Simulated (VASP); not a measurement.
# Tb4WO (P-3m1) in VASP: a series of runs

Runs on Tb4WO. Level: PBE. Tasks: relaxation of cell and atoms.

Program: VASP 6.6.1. These are calculated values, not measurements. Logs are shortened: lines on timing, memory, paths and dates and some standing lists are left out, and cuts for length are marked.

**1. The cell of the first run**

The structure is trigonal, space group P-3m1 (No. 164). Conventional cell: a = 3.499 Å, b = 3.499 Å, c = 13.246 Å, α = 90.00°, β = 90.00°, γ = 120.00°. Tb (site symmetry 3m) has 3 W at 2.59 Å and 6 Tb at 3.50 Å within 3.5 Å. Tb (site symmetry 3m) has 3 O at 2.64 Å and 6 Tb at 3.50 Å within 3.5 Å. Within 3.5 Å of W (site symmetry -3m) lie 6 Tb at 2.59 Å and 6 W at 3.50 Å. O (site symmetry -3m) has 6 Tb at 2.64 Å and 6 O at 3.50 Å within 3.5 Å.

The cell was generated, and may not be a known phase.

**2. Relaxation of cell and atoms, PBE**

The input, INCAR:

```
ALGO     = Normal         # electronic algorithm
EDIFF    = 1E-7           # SCF threshold, eV
EDIFFG   = -0.08          # ionic threshold
ENCUT    = 600            # plane-wave cutoff, eV
GGA      = PE             # functional
GGA_COMPAT= F            
IBRION   = 2              # ionic algorithm
ISIF     = 3              # what is computed and relaxed
ISMEAR   = 0              # smearing method
LASPH    = T              # aspherical terms in the spheres
LCHARG   = F              # write CHGCAR
LMAXMIX  = 6              # l up to which the mixer works
LREAL    = F              # projectors in reciprocal space
LWAVE    = F              # write WAVECAR
NELM     = 200            # most SCF steps
NELMIN   = 4            
NSW      = 36             # ionic steps
PREC     = Accurate       # precision mode
SIGMA    = 0.2            # smearing width, eV
```

The input, KPOINTS:

```
k-points
0
Gamma
  5 5 2
```

The input, POSCAR:

```
Tb4WO
1.0
    3.4990826000      0.0000000000      0.0000000000
   -1.7495413000      3.0302944200      0.0000000000
    0.0000000000      0.0000000000     13.2459412400
Tb W O
4 1 1
Direct
    0.3333333300      0.6666666700      0.8780300000
    0.3333333300      0.6666666700      0.3713200100
    0.6666666700      0.3333333300      0.6286799900
    0.6666666700      0.3333333300      0.1219700000
    0.0000000000      0.0000000000      0.0000000000
    0.0000000000      0.0000000000      0.5000000000
```

Potentials or basis: VASP PAW PBE potentials, release 64 (Tb_3, W_sv, O), 4f in core.

On the command line:

```sh
$ cat potpaw_PBE.64/Tb_3/POTCAR potpaw_PBE.64/W_sv/POTCAR potpaw_PBE.64/O/POTCAR > POTCAR
$ mpirun -np 1 vasp_std > vasp.out
```

OUTCAR:

```text
EDIFF = 1E-7
   EDIFFG = -0.08
   ENCUT = 600
   GGA = PE
   IBRION = 2
   ISIF = 3
   ISMEAR = 0
   LASPH = T
   LREAL = F
   NELM = 200
   NELMIN = 4
   NSW = 36
   PREC = Accurate

 ion  position               nearest neighbor table
   1  0.333  0.667  0.878-   5 2.59   5 2.59   5 2.59   4 3.81   4 3.81   4 3.81
   2  0.333  0.667  0.371-   6 2.64   6 2.64   6 2.64
   3  0.667  0.333  0.629-   6 2.64   6 2.64   6 2.64
   4  0.667  0.333  0.122-   5 2.59   5 2.59   5 2.59   1 3.81   1 3.81   1 3.81
   5  0.000  0.000  0.000-   1 2.59   4 2.59   1 2.59   4 2.59   4 2.59   1 2.59
   6  0.000  0.000  0.500-   2 2.64   3 2.64   2 2.64   3 2.64   3 2.64   2 2.64

  LATTYP: Found a hexagonal cell.
 ALAT       =     3.4990826000
 C/A-ratio  =     3.7855468859

  Lattice vectors:

 A1 = (   3.4990826000,   0.0000000000,   0.0000000000)
 A2 = (  -1.7495413000,   3.0302944200,   0.0000000000)
 A3 = (   0.0000000000,   0.0000000000,  13.2459412400)

Analysis of symmetry for initial positions (statically):
=====================================================================
 Subroutine PRICEL returns:
 Original cell was already a primitive cell.

 Routine SETGRP: Setting up the symmetry group for a
 hexagonal supercell.

 Subroutine GETGRP returns: Found 12 space group operations
 (whereof 12 operations were pure point group operations)
 out of a pool of 24 trial point group operations.

The static configuration has the point symmetry D_3d.

Analysis of symmetry for dynamics (positions and initial velocities):
=====================================================================
 Subroutine PRICEL returns:
 Original cell was already a primitive cell.

 Routine SETGRP: Setting up the symmetry group for a
 hexagonal supercell.

 Subroutine GETGRP returns: Found 12 space group operations
 (whereof 12 operations were pure point group operations)
 out of a pool of 24 trial point group operations.

The dynamic configuration has the point symmetry D_3d.

 Subroutine INISYM returns: Found 12 space group operations
 (whereof 12 operations are pure point group operations),
 and found     1 'primitive' translations

----------------------------------------------------------------------------------------

                                     Primitive cell

  volume of cell :     140.4500

  direct lattice vectors                    reciprocal lattice vectors
     3.499082600  0.000000000  0.000000000     0.285789195  0.165000469  0.000000000
    -1.749541300  3.030294420  0.000000000     0.000000000  0.330000938  0.000000000
     0.000000000  0.000000000 13.245941240     0.000000000  0.000000000  0.075494824

  length of vectors
     3.499082600  3.499082599 13.245941240     0.330000938  0.330000938  0.075494824

  position of ions in fractional coordinates (direct lattice)
     0.333333330  0.666666670  0.878030000
     0.333333330  0.666666670  0.371320010
     0.666666670  0.333333330  0.628679990
     0.666666670  0.333333330  0.121970000
     0.000000000  0.000000000  0.000000000
     0.000000000  0.000000000  0.500000000

  ion indices of the primitive-cell ions
   primitive index   ion index
                 1           1
                 2           2
                 3           3
                 4           4
                 5           5
                 6           6

----------------------------------------------------------------------------------------

 KPOINTS: k-points

Automatic generation of k-mesh.
 Grid dimensions read from file:
 generate k-points for:    5    5    2

 Generating k-lattice:

  Cartesian coordinates                     Fractional coordinates (reciprocal lattice)
     0.057157839  0.033000094  0.000000000     0.200000000  0.000000000  0.000000000
     0.000000000  0.066000188  0.000000000     0.000000000  0.200000000  0.000000000
     0.000000000  0.000000000  0.037747412     0.000000000  0.000000000  0.500000000

  Length of vectors
     0.066000188  0.066000188  0.037747412

  Shift w.r.t. Gamma in fractional coordinates (k-lattice)
     0.000000000  0.000000000  0.000000000

 Subroutine IBZKPT returns following result:
 ===========================================

 Found     10 irreducible k-points:

 Following reciprocal coordinates:
            Coordinates               Weight
  0.000000  0.000000  0.000000      1.000000
  0.200000  0.000000  0.000000      6.000000
  0.400000  0.000000  0.000000      6.000000
  0.200000  0.200000  0.000000      6.000000
  0.400000  0.200000  0.000000      6.000000
  0.000000  0.000000  0.500000      1.000000
  0.200000  0.000000  0.500000      6.000000
  0.400000  0.000000  0.500000      6.000000
  0.200000  0.200000  0.500000      6.000000
  0.400000  0.200000  0.500000      6.000000
   k-points           NKPTS =     10   k-points in BZ     NKDIM =     10   number of bands    NBANDS=     33
   number of dos      NEDOS =    301   number of ions     NIONS =      6
   total plane-waves  NPLWV =  84672
   dimension x,y,z NGX =    28 NGY =   28 NGZ =  108
   dimension x,y,z NGXF=    56 NGYF=   56 NGZF=  216
   ions per type =               4   1   1
   NGX,Y,Z   is equivalent  to a cutoff of  13.30, 13.30, 13.55 a.u.
   NGXF,Y,Z  is equivalent  to a cutoff of  26.61, 26.61, 27.11 a.u.
 SYSTEM =  unknown system
   PREC   = accura    normal or accurate (medium, high low for compatibility)
   ISTART =      0    job   : 0-new  1-cont  2-samecut
   ICHARG =      2    charge: 1-file 2-atom 10-const
   ISPIN  =      1    spin polarized calculation?
   LNONCOLLINEAR =      F non collinear calculations
   LSORBIT =      F    spin-orbit coupling
   LASPH  =      T    aspherical Exc in radial PAW
   ENCUT  =  600.0 eV  44.10 Ry    6.64 a.u.   6.99  6.99 26.46*2*pi/ulx,y,z
   NELM   =    200;   NELMIN=  4; NELMDL= -5     # of ELM steps
   EDIFF  = 0.1E-06   stopping-criterion for ELM
   LREAL  =      F    real-space projection
   EDIFFG = -.8E-01   stopping-criterion for IOM
   NSW    =     36    number of steps for IOM
   IBRION =      2    ionic relax: 0-MD 1-quasi-New 2-CG
   NFREE  =      1    steps in history (QN), initial steepest desc. (CG)
   ISIF   =      3    stress and relaxation
   ISYM   =      2    0-nonsym 1-usesym 2-fastsym
   POTIM  = 0.5000    time-step for ionic-motion
   TEBEG  =    0.0;   TEEND  =   0.0 temperature during run
   PSTRESS=    0.0 pullay stress
   NELECT =      56.0000    total number of electrons
   NUPDOWN=      -1.0000    fix difference up-down
   EMIN   =  10.00;   EMAX   =-10.00  energy-range for DOS
   EFERMI =   0.00;   METHOD = LEGACY
   ISMEAR =     0;   SIGMA  =   0.20  broadening in eV -4-tet -1-fermi 0-gaus
   EFERMI_NEDOS =   21; number of points for ismear=-14 and -15
   IALGO  =     38    algorithm
   IMIX   =      4    mixing-type and parameters
     AMIX     =   0.40;   BMIX     =  1.00
     AMIX_MAG =   1.60;   BMIX_MAG =  1.00
  volume/ion in A,a.u.               =      23.41       157.97
  Fermi-wavevector in a.u.,A,eV,Ry     =   1.204935  2.276997 19.753863  1.451868
  Thomas-Fermi vector in A             =   2.340646
   LORBIT       =      0    0 simple, 1 ext, 2 COOP (PROOUT), +10 PAW based schemes
   GGA     = PE    functional components
   LHFCALC =     F    Hartree Fock is set to
   AEXX    =    0.0000 exact exchange contribution
   IVDW    =     0    specifies the selected vdW correction
   LEPSILON=     F    determine dielectric tensor
   LRPA    =     F    only Hartree local field effects (RPA)
 conjugate gradient relaxation of ions
 non-spin polarized calculation
 Gauss-broadening in eV      SIGMA  =   0.20
  energy-cutoff  :      600.00
  volume of cell :      140.45
 maximum number of plane-waves:      4717
 NGX is ok and might be reduce to    28
   NGX = 13   NGY = 13   NGZ = 53

--------------------------------------- Ionic step        1  -------------------------------------------

 number of electron      55.9999999 magnetization

 Free energy of the ion-electron system (eV)
  ---------------------------------------------------
  ext. energy  EPLUGINS =         0.00000000
  ---------------------------------------------------
  free energy    TOTEN  =       -36.36682778 eV

  energy without entropy =      -36.24250091  energy(sigma->0) =      -36.30466435

------------------------ aborting loop because EDIFF is reached ----------------------------------------

  FORCE on cell =-STRESS in cart. coord.  units (eV):
  Direction    XX          YY          ZZ          XY          YZ          ZX
  --------------------------------------------------------------------------------------
  -------------------------------------------------------------------------------------
  Total        9.1924845      9.1924845      8.3666058     -0.0000000     -0.0000000      0.0000000
  in kB      104.8628471    104.8628470     95.4416728     -0.0000000     -0.0000000      0.0000000
  external PRESSURE =     101.7224556 kB  Pullay stress =       0.0000000 kB
[... 27 lines left out ...]
--------------------------------------- Ionic step        2  -------------------------------------------

 number of electron      56.0000008 magnetization

 E-fermi :   3.2550     XC(G=0):  -9.6939

 val. band max:        3.2485072080   @ k =   0.2000   0.2000   0.5000
 cond. band min:       3.2607679348   @ k =   0.4000   0.2000   0.0000
 fundamental gap:      0.0122607268
 Fermi energy:         3.2550024103

 k-point     1 :       0.0000    0.0000    0.0000
  band No.  band energies     occupation
      1     -69.9451      2.00000
      2     -34.2252      2.00000
      3     -34.2252      2.00000
      4     -34.0111      2.00000
      5     -20.4525      2.00000
      6     -20.3196      2.00000
[... 388 lines left out ...]
--------------------------------------- Ionic step        3  -------------------------------------------

 number of electron      55.9999996 magnetization

 E-fermi :   3.6482     XC(G=0):  -9.9640

 val. band max:        3.6427205725   @ k =   0.2000   0.2000   0.5000
 cond. band min:       3.6687300418   @ k =   0.4000   0.0000   0.5000
 fundamental gap:      0.0260094694
 Fermi energy:         3.6481834154

 k-point     1 :       0.0000    0.0000    0.0000
  band No.  band energies     occupation
      1     -69.2911      2.00000
      2     -33.6074      2.00000
      3     -33.6074      2.00000
      4     -33.4733      2.00000
      5     -19.9717      2.00000
      6     -19.8003      2.00000
[... 382 lines left out ...]
  FREE ENERGIE OF THE ION-ELECTRON SYSTEM (eV)
  ---------------------------------------------------
  free  energy   TOTEN  =       -37.7990124838 eV

  energy  without entropy=      -37.6304857273  energy(sigma->0) =      -37.71474911

[... ionic steps 4 to 8 ...]

--------------------------------------- Ionic step        9  -------------------------------------------

 number of electron      55.9999999 magnetization

------------------------ aborting loop because EDIFF is reached ----------------------------------------
[... 75 lines left out ...]
--------------------------------------- Ionic step       11  -------------------------------------------

 number of electron      56.0000000 magnetization

 Free energy of the ion-electron system (eV)
  ---------------------------------------------------
  ext. energy  EPLUGINS =         0.00000000
  ---------------------------------------------------
  free energy    TOTEN  =       -39.30554378 eV

  energy without entropy =      -39.12680426  energy(sigma->0) =      -39.21617402

 E-fermi :   4.6199     XC(G=0): -10.6791

 val. band max:        4.6022565820   @ k =   0.4000   0.2000   0.0000
 cond. band min:       4.6486257423   @ k =   0.0000   0.0000   0.0000
 fundamental gap:      0.0463691603
 Fermi energy:         4.6199476297

 k-point     1 :       0.0000    0.0000    0.0000
  band No.  band energies     occupation
      1     -68.8565      2.00000
      2     -33.0619      2.00000
      3     -33.0619      2.00000
      4     -32.9290      2.00000
      5     -19.0031      2.00000
      6     -17.9548      2.00000
[... 382 lines left out ...]
  FREE ENERGIE OF THE ION-ELECTRON SYSTEM (eV)
  ---------------------------------------------------
  free  energy   TOTEN  =       -39.3055437798 eV

  energy  without entropy=      -39.1268042643  energy(sigma->0) =      -39.21617402

 reached required accuracy - stopping structural energy minimisation
```

Run time: 14 min. Hardware: 1 thread of AMD EPYC 7R43 (Zen 3), shared host; peak memory 0.31 GiB.

What came out:

```yaml
Free_energy: -39.3055 eV
Relaxed_volume: 23.29 Å³/atom
Relaxed_cell: a = 3.470 Å, b = 3.470 Å, c = 13.403 Å, α = 90.00°, β = 90.00°, γ = 120.00°
Space_group_after_relaxing_to_0.1_Å: P-3m1 (No. 164)
Energy_gained_by_relaxing: 489.8 meV/atom
Ionic_steps: 11
Pressure_after_relaxing: 0.4 GPa
Largest_force_after_relaxing: 0.065 eV/Å
Band_gap_on_the_k_mesh: zero (bands 28 and 29 overlap by 0.09 eV)
```

Forces in eV/Å, atoms in the order of the input:
```
Tb   0.000  0.000  0.065
Tb   0.000  0.000 -0.016
Tb   0.000  0.000  0.016
Tb   0.000  0.000 -0.065
W    0.000  0.000  0.000
O    0.000  0.000  0.000
```

Stress tensor (GPa, compression positive):
```
0.48 0.00 0.00
0.00 0.48 0.00
0.00 0.00 0.36
```

The path:
```tsv
step	energy change (eV)	largest force (eV/Å)	pressure (GPa)	volume (Å³)
1	0.0000	5.2691	10.17	140.45
2	-1.1569	1.4467	-8.64	172.88
3	-1.4322	1.4184	-4.64	161.30
4	-2.1683	1.2471	-2.92	151.49
5	-2.6409	0.2676	7.63	127.88
6	-2.7828	0.6710	2.18	136.59
7	-2.7957	0.5462	3.24	134.55
8	-2.9125	0.3526	-0.62	140.57
9	-2.9172	0.2783	-0.03	139.47
10	-2.9337	0.1453	0.21	139.63
11	-2.9387	0.0651	0.44	139.76
```

Final structure:
```yaml
crystal:
  lattice:
    - [3.46997, 0.00000, 0.00000]
    - [-1.73498, 3.00508, 0.00000]
    - [0.00000, 0.00000, 13.40316]
  atoms:
    - { symbol: Tb, position: [0.33333, 0.66667, 0.83623] }
    - { symbol: Tb, position: [0.33333, 0.66667, 0.39754] }
    - { symbol: Tb, position: [0.66667, 0.33333, 0.60246] }
    - { symbol: Tb, position: [0.66667, 0.33333, 0.16377] }
    - { symbol: W, position: [0.00000, 0.00000, 0.00000] }
    - { symbol: O, position: [0.00000, 0.00000, 0.50000] }
```

Caveat: the k points lie up to 0.42 Å⁻¹ apart in the final cell; spin-orbit coupling is left out, which moves the levels of the heavy elements; the 4f electrons are frozen in the core, so they carry no moment and show no levels; the run has no spin polarisation, though such a crystal can be magnetic; the relaxation stopped at a loose force limit of 0.08 eV/Å, so its end isn't a converged minimum.

**3. Relaxation of cell and atoms, PBE**

The input, INCAR:

```
SYSTEM = Tb4WO
PREC     = Accurate       ! precision mode
ENCUT    = 600            ! plane-wave cutoff, eV
EDIFF    = 1E-7           ! SCF threshold, eV
ISMEAR   = 0              ! smearing method
SIGMA    = 0.2            ! smearing width, eV
LREAL    = .False.        ! projectors in reciprocal space
LASPH    = .True.         ! aspherical terms in the spheres
NELM     = 200            ! most SCF steps
ALGO     = Normal         ! electronic algorithm
ISIF     = 3              ! what is computed and relaxed
LWAVE    = .False.        ! write WAVECAR
LCHARG   = .False.        ! write CHGCAR
GGA      = PE             ! functional
IBRION   = 2              ! ionic algorithm
NSW      = 36             ! ionic steps
EDIFFG   = -0.08          ! ionic threshold
GGA_COMPAT= .False.      
NELMIN   = 4            
LMAXMIX  = 6              ! l up to which the mixer works
```

The input, KPOINTS:

```
regular mesh
0
Gamma
  5 5 2
  0 0 0
```

POSCAR: that of step 2 with these lines changed.

```diff
@@ -12,3 +12,3 @@
     0.6666666700      0.3333333300      0.1219700000
+    0.0000000000      0.0000000000      0.5000000000
     0.0000000000      0.0000000000      0.0000000000
-    0.0000000000      0.0000000000      0.5000000000
```

Potentials or basis: VASP PAW PBE potentials, release 64 (Tb_3, W_sv, O), 4f in core.

On the command line:

```sh
$ cat potpaw_PBE.64/Tb_3/POTCAR potpaw_PBE.64/W_sv/POTCAR potpaw_PBE.64/O/POTCAR > POTCAR
$ mpirun -np 1 vasp_std > vasp.out
```

It took 11 min on 1 thread of AMD EPYC 7R43 (Zen 3), shared host; peak memory 0.31 GiB.

Results (log left out):

```yaml
Free_energy: -39.3069 eV
Relaxed_volume: 23.36 Å³/atom
Relaxed_cell: a = 3.478 Å, b = 3.478 Å, c = 13.382 Å, α = 90.00°, β = 90.00°, γ = 120.00°
Space_group_after_relaxing_to_0.1_Å: P-3m1 (No. 164)
Energy_gained_by_relaxing: 317.3 meV/atom
Ionic_steps: 10
Pressure_after_relaxing: 0.2 GPa
Largest_force_after_relaxing: 0.067 eV/Å
Band_gap_on_the_k_mesh: zero (bands 28 and 29 overlap by 0.09 eV)
```

Forces on the atoms (eV/Å):
```
Tb   0.000  0.000  0.013
Tb   0.000  0.000  0.067
Tb   0.000  0.000 -0.067
Tb   0.000  0.000 -0.013
W    0.000  0.000  0.000
O    0.000  0.000  0.000
```

The path:
| step | energy change (eV) | largest force (eV/Å) | pressure (GPa) | volume (Å³) |
| --- | --- | --- | --- | --- |
| 1 | 0.0000 | 4.0757 | 7.36 | 140.45 |
| 2 | -0.8282 | 1.2361 | -6.77 | 163.46 |
| 3 | -0.9146 | 1.2823 | -4.12 | 157.12 |
| 4 | -1.4763 | 1.0049 | -2.41 | 148.72 |
| 5 | -1.8438 | 0.2864 | 2.86 | 135.35 |
| 6 | -1.8485 | 0.3581 | 2.11 | 136.70 |
| 7 | -1.8966 | 0.2073 | -0.65 | 141.25 |
| 8 | -1.8983 | 0.2128 | -0.24 | 140.51 |
| 9 | -1.9033 | 0.0802 | 0.06 | 140.27 |
| 10 | -1.9038 | 0.0672 | 0.24 | 140.15 |

Final structure:
```xyz
6
Lattice="3.4776 0.0000 0.0000 -1.7388 3.0117 0.0000 0.0000 0.0000 13.3820" Properties=species:S:1:pos:R:3 pbc="T T T"
Tb    0.0000    2.0078   12.0087
Tb    0.0000    2.0078    4.5029
Tb    1.7388    1.0039    8.8791
Tb    1.7388    1.0039    1.3733
W     0.0000    0.0000    6.6910
O     0.0000    0.0000    0.0000
```

Levels at points of the mesh, in eV from the Fermi level:
```csv
k point,band 24,band 25,band 26,band 27,band 28,band 29,band 30,band 31,band 32,band 33
"(0.00, 0.00, 0.00)",-2.26,-0.71,-0.43,-0.43,0.02,0.02,0.57,1.11,1.70,1.70
"(0.00, 0.00, 0.50)",-1.93,-1.08,-0.42,-0.42,0.02,0.02,0.80,0.96,1.66,1.66
```

Caveat: the k points lie up to 0.42 Å⁻¹ apart in the final cell; spin-orbit coupling is left out, which moves the levels of the heavy elements; the 4f electrons are frozen in the core, so they carry no moment and show no levels; the run has no spin polarisation, though such a crystal can be magnetic; the relaxation stopped at a loose force limit of 0.08 eV/Å, so its end isn't a converged minimum.

The gap in the log of VASP goes by the Fermi energy; the results here count the filled bands.